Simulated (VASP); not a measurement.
# MgB2 (P6/mmm) in VASP: notebook

The runs below take MgB2 through single point, with PBE.

Program: VASP 6.6.1. These are calculated values, not measurements. Logs are shortened: lines on timing, memory, paths and dates and some standing lists are left out, and cuts for length are marked.

## Step 1: The cell of the first run

Symmetry: P6/mmm, No. 191, hexagonal system. Conventional cell: a = 3.064 Å, b = 3.064 Å, c = 3.499 Å, α = 90.00°, β = 90.00°, γ = 120.00°. Mg (site symmetry 6/mmm) has 12 B at 2.49 Å and 6 Mg at 3.06 Å within 3.3 Å. Within 2.3 Å of B (site symmetry -6m2) lie 3 B at 1.77 Å.

## Step 2: Single point, PBE

Contents of INCAR:

```
ALGO     = Normal         # electronic algorithm
EDIFF    = 1E-6           # SCF threshold, eV
ENCUT    = 520            # plane-wave cutoff, eV
GGA      = PE             # functional
ISIF     = 2              # what is computed and relaxed
ISMEAR   = -1             # smearing method
LASPH    = True           # aspherical terms in the spheres
LCHARG   = False          # write CHGCAR
LREAL    = False          # projectors in reciprocal space
LWAVE    = False          # write WAVECAR
NBANDS   = 11             # bands
NELM     = 60             # most SCF steps
PREC     = Accurate       # precision mode
SIGMA    = 0.05           # smearing width, eV
```

Contents of KPOINTS:

```
k-points
0
Gamma
  10 10 8
```

Contents of POSCAR:

```
MgB2
1.0
    3.0642946782      0.0000000000      0.0000000000
   -1.5321473391      2.6537570360      0.0000000000
    0.0000000000      0.0000000000      3.4993549923
Mg B
1 2
Direct
    0.0000000000      0.0000000000      0.0000000000
    0.6666666667      0.3333333333      0.5000000000
    0.3333333333      0.6666666667      0.5000000000
```

Potentials or basis: VASP PAW PBE potentials, release 64 (Mg, B).

Started as:

```
$ cat potpaw_PBE.64/Mg/POTCAR potpaw_PBE.64/B/POTCAR > POTCAR
$ mpirun -np 1 vasp_std > vasp.out
```

OUTCAR:

```text
EDIFF = 1E-6
   ENCUT = 520
   GGA = PE
   ISIF = 2
   ISMEAR = -1
   LASPH = True
   LREAL = False
   NELM = 60
   PREC = Accurate

 ion  position               nearest neighbor table
   1  0.000  0.000  0.000-   2 2.49   3 2.49   2 2.49   3 2.49   3 2.49   3 2.49   2 2.49   2 2.49
                             2 2.49   2 2.49   3 2.49   3 2.49
   2  0.667  0.333  0.500-   3 1.77   3 1.77   3 1.77   1 2.49   1 2.49   1 2.49   1 2.49   1 2.49
                             1 2.49
   3  0.333  0.667  0.500-   2 1.77   2 1.77   2 1.77   1 2.49   1 2.49   1 2.49   1 2.49   1 2.49
                             1 2.49

  LATTYP: Found a hexagonal cell.
 ALAT       =     3.0642946782
 C/A-ratio  =     1.1419773096

  Lattice vectors:

 A1 = (   3.0642946782,   0.0000000000,   0.0000000000)
 A2 = (  -1.5321473391,   2.6537570360,   0.0000000000)
 A3 = (   0.0000000000,   0.0000000000,   3.4993549923)

Analysis of symmetry for initial positions (statically):
=====================================================================
 Subroutine PRICEL returns:
 Original cell was already a primitive cell.

 Routine SETGRP: Setting up the symmetry group for a
 hexagonal supercell.

 Subroutine GETGRP returns: Found 24 space group operations
 (whereof 24 operations were pure point group operations)
 out of a pool of 24 trial point group operations.

The static configuration has the point symmetry D_6h.

Analysis of symmetry for dynamics (positions and initial velocities):
=====================================================================
 Subroutine PRICEL returns:
 Original cell was already a primitive cell.

 Routine SETGRP: Setting up the symmetry group for a
 hexagonal supercell.

 Subroutine GETGRP returns: Found 24 space group operations
 (whereof 24 operations were pure point group operations)
 out of a pool of 24 trial point group operations.

The dynamic configuration has the point symmetry D_6h.

 Subroutine INISYM returns: Found 24 space group operations
 (whereof 24 operations are pure point group operations),
 and found     1 'primitive' translations

----------------------------------------------------------------------------------------

                                     Primitive cell

  volume of cell :      28.4564

  direct lattice vectors                    reciprocal lattice vectors
     3.064294678  0.000000000  0.000000000     0.326339372  0.188412124  0.000000000
    -1.532147339  2.653757036  0.000000000     0.000000000  0.376824248  0.000000000
     0.000000000  0.000000000  3.499354992     0.000000000  0.000000000  0.285766949

  length of vectors
     3.064294678  3.064294678  3.499354992     0.376824248  0.376824248  0.285766949

  position of ions in fractional coordinates (direct lattice)
     0.000000000  0.000000000  0.000000000
     0.666666667  0.333333333  0.500000000
     0.333333333  0.666666667  0.500000000

  ion indices of the primitive-cell ions
   primitive index   ion index
                 1           1
                 2           2
                 3           3

----------------------------------------------------------------------------------------

 KPOINTS: k-points

Automatic generation of k-mesh.
 Grid dimensions read from file:
 generate k-points for:   10   10    8

 Generating k-lattice:

  Cartesian coordinates                     Fractional coordinates (reciprocal lattice)
     0.032633937  0.018841212  0.000000000     0.100000000  0.000000000  0.000000000
     0.000000000  0.037682425  0.000000000     0.000000000  0.100000000  0.000000000
     0.000000000  0.000000000  0.035720869     0.000000000  0.000000000  0.125000000

  Length of vectors
     0.037682425  0.037682425  0.035720869

  Shift w.r.t. Gamma in fractional coordinates (k-lattice)
     0.000000000  0.000000000  0.000000000

 Subroutine IBZKPT returns following result:
 ===========================================

 Found     70 irreducible k-points:

 Following reciprocal coordinates:
            Coordinates               Weight
  0.000000  0.000000  0.000000      1.000000
  0.100000  0.000000  0.000000      6.000000
  0.200000  0.000000  0.000000      6.000000
  0.300000  0.000000  0.000000      6.000000
  0.400000  0.000000  0.000000      6.000000
  0.500000  0.000000  0.000000      3.000000
[... 16 lines left out ...]
  0.300000  0.100000  0.125000     24.000000
  0.400000  0.100000  0.125000     24.000000
 [... further k-points ...]
   k-points           NKPTS =     70   k-points in BZ     NKDIM =     70   number of bands    NBANDS=     11
   number of dos      NEDOS =    301   number of ions     NIONS =      3
   total plane-waves  NPLWV =  16128
   dimension x,y,z NGX =    24 NGY =   24 NGZ =   28
   dimension x,y,z NGXF=    48 NGYF=   48 NGZF=   56
   ions per type =               1   2
   NGX,Y,Z   is equivalent  to a cutoff of  13.02, 13.02, 13.30 a.u.
   NGXF,Y,Z  is equivalent  to a cutoff of  26.04, 26.04, 26.60 a.u.
 SYSTEM =  unknown system
   PREC   = accura    normal or accurate (medium, high low for compatibility)
   ISTART =      0    job   : 0-new  1-cont  2-samecut
   ICHARG =      2    charge: 1-file 2-atom 10-const
   ISPIN  =      1    spin polarized calculation?
   LNONCOLLINEAR =      F non collinear calculations
   LSORBIT =      F    spin-orbit coupling
   LASPH  =      T    aspherical Exc in radial PAW
   ENCUT  =  520.0 eV  38.22 Ry    6.18 a.u.   5.70  5.70  6.51*2*pi/ulx,y,z
   NELM   =     60;   NELMIN=  2; NELMDL= -5     # of ELM steps
   EDIFF  = 0.1E-05   stopping-criterion for ELM
   LREAL  =      F    real-space projection
   EDIFFG = 0.1E-04   stopping-criterion for IOM
   NSW    =      0    number of steps for IOM
   IBRION =     -1    ionic relax: 0-MD 1-quasi-New 2-CG
   NFREE  =      0    steps in history (QN), initial steepest desc. (CG)
   ISIF   =      2    stress and relaxation
   ISYM   =      2    0-nonsym 1-usesym 2-fastsym
   POTIM  = 0.5000    time-step for ionic-motion
   TEBEG  =    0.0;   TEEND  =   0.0 temperature during run
   PSTRESS=    0.0 pullay stress
   NELECT =       8.0000    total number of electrons
   NUPDOWN=      -1.0000    fix difference up-down
   EMIN   =  10.00;   EMAX   =-10.00  energy-range for DOS
   EFERMI =   0.00;   METHOD = LEGACY
   ISMEAR =    -1;   SIGMA  =   0.05  broadening in eV -4-tet -1-fermi 0-gaus
   EFERMI_NEDOS =   21; number of points for ismear=-14 and -15
   IALGO  =     38    algorithm
   IMIX   =      4    mixing-type and parameters
     AMIX     =   0.40;   BMIX     =  1.00
     AMIX_MAG =   1.60;   BMIX_MAG =  1.00
  volume/ion in A,a.u.               =       9.49        64.01
  Fermi-wavevector in a.u.,A,eV,Ry     =   1.072453  2.026642 15.648814  1.150155
  Thomas-Fermi vector in A             =   2.208223
   LORBIT       =      0    0 simple, 1 ext, 2 COOP (PROOUT), +10 PAW based schemes
   GGA     = PE    functional components
   LHFCALC =     F    Hartree Fock is set to
   AEXX    =    0.0000 exact exchange contribution
   IVDW    =     0    specifies the selected vdW correction
   LEPSILON=     F    determine dielectric tensor
   LRPA    =     F    only Hartree local field effects (RPA)
 non-spin polarized calculation
  energy-cutoff  :      520.00
  volume of cell :       28.46
 maximum number of plane-waves:       781
 NGX is ok and might be reduce to    24
   NGX = 11   NGY = 11   NGZ = 13

 number of electron       8.0000000 magnetization

 Free energy of the ion-electron system (eV)
  ---------------------------------------------------
  ext. energy  EPLUGINS =         0.00000000
  ---------------------------------------------------
  free energy    TOTEN  =       -15.32196205 eV

  energy without entropy =      -15.31570271  energy(sigma->0) =      -15.31883238

 E-fermi :   5.4519     XC(G=0): -10.9895

 val. band max:        5.4408948406   @ k =   0.1000   0.0000   0.1250
 cond. band min:       5.4570403287   @ k =   0.3000   0.2000   0.0000
 fundamental gap:      0.0161454880
 Fermi energy:         5.4519008430

 k-point     1 :       0.0000    0.0000    0.0000
  band No.  band energies     occupation
      1      -7.1242      2.00000
      2       2.4339      2.00000
      3       5.7910      0.00227
      4       5.7910      0.00227
      5       7.1085      0.00000
      6      11.8017      0.00000
      7      11.8017      0.00000
      8      13.7028      0.00000
      9      15.5193      0.00000
     10      18.2861      0.00000
     11      21.7285      0.00000

 k-point     2 :       0.1000    0.0000    0.0000
  band No.  band energies     occupation
      1      -6.9485      2.00000
      2       2.6051      2.00000
      3       4.9295      1.99994
      4       5.3908      1.54486
      5       7.2646      0.00000
      6      11.6726      0.00000
      7      12.5579      0.00000
      8      14.0784      0.00000
      9      14.8954      0.00000
     10      19.1388      0.00000
     11      20.9727      0.00000

 k-point     3 :       0.2000    0.0000    0.0000
  band No.  band energies     occupation
      1      -6.4245      2.00000
      2       3.0543      2.00000
      3       3.1129      2.00000
      4       4.5938      2.00000
      5       7.7386      0.00000
      6      11.1523      0.00000
      7      13.3082      0.00000
      8      14.3992      0.00000
      9      14.7803      0.00000
     10      19.9524      0.00000
     11      20.1947      0.00000
[... 267 lines left out ...]
 k-point    23 :       0.3000    0.1000    0.1250
  band No.  band energies     occupation
      1      -4.7612      2.00000
      2       0.1215      2.00000
      3       2.8981      2.00000
      4       3.6736      2.00000
      5       9.1593      0.00000
      6      10.3536      0.00000
      7      11.5864      0.00000
      8      14.6650      0.00000
      9      16.1164      0.00000
     10      17.5799      0.00000
     11      19.8498      0.00000

 k-point    24 :       0.4000    0.1000    0.1250
  band No.  band energies     occupation
      1      -3.4660      2.00000
      2      -1.6966      2.00000
      3       2.5636      2.00000
      4       4.7282      2.00000
      5       7.6467      0.00000
      6      10.6965      0.00000
      7      11.8550      0.00000
      8      13.8195      0.00000
      9      15.7147      0.00000
     10      19.0375      0.00000
     11      19.9849      0.00000

 [... further k-points ...]
[... 5 lines left out ...]
  --------------------------------------------------------------------------------------
  -------------------------------------------------------------------------------------
  Total        0.4282174      0.4282174      0.1851648      0.0000000      0.0000000      0.0000000
  in kB       24.1098914     24.1098914     10.4253178      0.0000000      0.0000000      0.0000000
  external PRESSURE =      19.5483669 kB  Pullay stress =       0.0000000 kB

 VOLUME and BASIS-vectors are now :
 -----------------------------------------------------------------------------
  energy-cutoff  :      520.00
  volume of cell :       28.46
      direct lattice vectors                 reciprocal lattice vectors
     3.064294678  0.000000000  0.000000000     0.326339372  0.188412124  0.000000000
    -1.532147339  2.653757036  0.000000000     0.000000000  0.376824248  0.000000000
     0.000000000  0.000000000  3.499354992     0.000000000  0.000000000  0.285766949

 POSITION                                       TOTAL-FORCE (eV/Angst)
 -----------------------------------------------------------------------------------
      0.00000      0.00000      0.00000        -0.000000      0.000000      0.000000
      1.53215      0.88459      1.74968        -0.000000      0.000000      0.000000
     -0.00000      1.76917      1.74968         0.000000      0.000000      0.000000
 -----------------------------------------------------------------------------------
    total drift:                                0.000000     -0.000000     -0.000000

  FREE ENERGIE OF THE ION-ELECTRON SYSTEM (eV)
  ---------------------------------------------------
  free  energy   TOTEN  =       -15.3219620471 eV

  energy  without entropy=      -15.3157027127  energy(sigma->0) =      -15.31883238
```

Wall time 9 s (1 thread of Intel Xeon Platinum 8488C (Sapphire Rapids), shared host); peak memory 0.15 GiB.

What came out:

```
Free energy            : -15.3220 eV
Pressure               : 2.0 GPa
Band gap on the k mesh : zero (band 4 reaches 6.54 eV, above the bottom of band 5 at 4.05 eV)
```

## Step 3: Single point, PBE

This run uses another cell than the first one, of 9.68 Å³/atom, 1.020 times its volume.

Contents of INCAR:

```
SYSTEM = MgB2
PREC     = Accurate       ! precision mode
ENCUT    = 520            ! plane-wave cutoff, eV
EDIFF    = 1E-6           ! SCF threshold, eV
ISMEAR   = -1             ! smearing method
SIGMA    = 0.05           ! smearing width, eV
LREAL    = .False.        ! projectors in reciprocal space
LASPH    = .True.         ! aspherical terms in the spheres
NELM     = 60             ! most SCF steps
ALGO     = Normal         ! electronic algorithm
ISIF     = 2              ! what is computed and relaxed
LWAVE    = .False.        ! write WAVECAR
LCHARG   = .True.         ! write CHGCAR
GGA      = PE             ! functional
LELF     = .True.         ! ELF
LVHAR    = .True.       
NBANDS   = 11             ! bands
```

Contents of KPOINTS:

```
regular mesh
0
Gamma
  10 10 8
  0 0 0
```

Contents of POSCAR:

```
MgB2
1.0
    3.0850000000      0.0000000000      0.0000000000
   -1.5425000000      2.6716883707      0.0000000000
    0.0000000000      0.0000000000      3.5230000000
Mg B
1 2
Direct
    0.0000000000      0.0000000000      0.0000000000
    0.6666666667      0.3333333333      0.5000000000
    0.3333333333      0.6666666667      0.5000000000
```

Potentials or basis: VASP PAW PBE potentials, release 64 (Mg, B).

Started as:

```
$ cat potpaw_PBE.64/Mg/POTCAR potpaw_PBE.64/B/POTCAR > POTCAR
$ mpirun -np 1 vasp_std > vasp.out
```

OUTCAR:

```text
SYSTEM = MgB2
   PREC = Accurate
   ENCUT = 520
   EDIFF = 1E-6
   ISMEAR = -1
   LREAL = .False.
   LASPH = .True.
   NELM = 60
   ISIF = 2
   GGA = PE

 ion  position               nearest neighbor table
   1  0.000  0.000  0.000-   2 2.51   3 2.51   2 2.51   3 2.51   2 2.51   2 2.51   3 2.51   3 2.51
                             2 2.51   2 2.51   3 2.51   3 2.51
   2  0.667  0.333  0.500-   3 1.78   3 1.78   3 1.78   1 2.51   1 2.51   1 2.51   1 2.51   1 2.51
                             1 2.51
   3  0.333  0.667  0.500-   2 1.78   2 1.78   2 1.78   1 2.51   1 2.51   1 2.51   1 2.51   1 2.51
                             1 2.51

  LATTYP: Found a hexagonal cell.
[... 534 lines left out ...]
  --------------------------------------------------------------------------------------
  -------------------------------------------------------------------------------------
  Total       -0.2016419     -0.2016419     -0.2316384     -0.0000000      0.0000000     -0.0000000
  in kB      -11.1259657    -11.1259657    -12.7810801     -0.0000000      0.0000000     -0.0000000
  external PRESSURE =     -11.6776705 kB  Pullay stress =       0.0000000 kB

 VOLUME and BASIS-vectors are now :
 -----------------------------------------------------------------------------
  energy-cutoff  :      520.00
  volume of cell :       29.04
      direct lattice vectors                 reciprocal lattice vectors
     3.085000000  0.000000000  0.000000000     0.324149109  0.187147575  0.000000000
    -1.542500000  2.671688371  0.000000000     0.000000000  0.374295150  0.000000000
     0.000000000  0.000000000  3.523000000     0.000000000  0.000000000  0.283848992

 POSITION                                       TOTAL-FORCE (eV/Angst)
 -----------------------------------------------------------------------------------
      0.00000      0.00000      0.00000         0.000000      0.000000      0.000000
      1.54250      0.89056      1.76150        -0.000000     -0.000000      0.000000
     -0.00000      1.78113      1.76150         0.000000      0.000000      0.000000
 -----------------------------------------------------------------------------------
    total drift:                                0.000000     -0.000000      0.000000

  FREE ENERGIE OF THE ION-ELECTRON SYSTEM (eV)
  ---------------------------------------------------
  free  energy   TOTEN  =       -15.3235272763 eV

  energy  without entropy=      -15.3174002653  energy(sigma->0) =      -15.32046377
```

stdout:

```text
POSCAR found type information on POSCAR MgB
 POSCAR found :  2 types and       3 ions
 scaLAPACK will be used
 LDA part: xc-table for (Slater+PW92), standard interpolation
 POSCAR, INCAR and KPOINTS ok, starting setup
 FFT: planning ... GRIDC
 FFT: planning ... GRID_SOFT
 FFT: planning ... GRID
 WAVECAR not read
 entering main loop
```

It took 10 s on 1 thread of Intel Xeon Platinum 8488C (Sapphire Rapids), shared host; peak memory 0.16 GiB.

What came out:

| Property | Result |
| --- | --- |
| Free energy | -15.3235 eV |
| Pressure | -1.2 GPa |
| Band gap on the k mesh | zero (band 4 reaches 6.39 eV, above the bottom of band 5 at 3.94 eV) |

[end of part 1 of 2]
